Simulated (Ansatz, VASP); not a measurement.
One calculation of FeBiO4, two programs

```
Fe Bi O
1.0
     0.00000    3.64920    3.64920
     3.64920    0.00000    3.64920
     3.64920    3.64920    0.00000
Fe Bi O
1 1 4
Cartesian
  0.0000 0.0000 0.0000
  3.6492 3.6492 3.6492
  2.7046 0.9446 2.7046
  2.7046 2.7046 0.9446
  0.9446 2.7046 2.7046
  0.9446 0.9446 0.9446
```

Change from the starting cell: species swapped into the TlClO4 type (F-43m, No. 216).

Alike in both runs: functional PBE; k mesh 4 × 4 × 4; occupations gaussian, width 0.1 eV; collinear spin.

Ansatz relaxed the structure, and its values are those at the end. VASP's run is a single point on that final structure, the one shown.

```csv
,VASP,Ansatz
version,VASP 6.6.1,Ansatz 0.2.0
potentials or method,"VASP PAW PBE potentials, release 64 (Fe, Bi_d, O), cutoff 520 eV","scalar-relativistic, plane waves, PAW"
valence electrons in the cell,47,55
```

Ansatz gave:

```
gap on the k mesh at the Fermi level (eV)                     : none
pressure (GPa)                                                : 0.2
rms of the force components (eV/Å)                            : 0.005
net moment per atom (μB)                                      : 0.11
size of the moment on the site where the two differ most (μB) : 0.47
```

**Question.** What did VASP give for the same quantities?

**Answer.** gap on the k mesh at the Fermi level (eV): none; pressure (GPa): 1.6; rms of the force components (eV/Å): 0.232; net moment per atom (μB): 0.11; size of the moment on the site where the two differ most (μB): 0.50.

Site moments also hang on the region over which each program counts them. A gap of «none» marks a metal or a gap that the smearing closes. One of these differences is far larger than is usual between the two programs; its cause wasn't traced. VASP's potentials hold 47 valence electrons a cell and Ansatz's 55, so a difference there can come from the potentials and not from the codes. Ansatz's warnings: seeded moment not kept.

The k mesh is coarse, so the values compare programs but aren't converged. Spin-orbit coupling is off throughout.
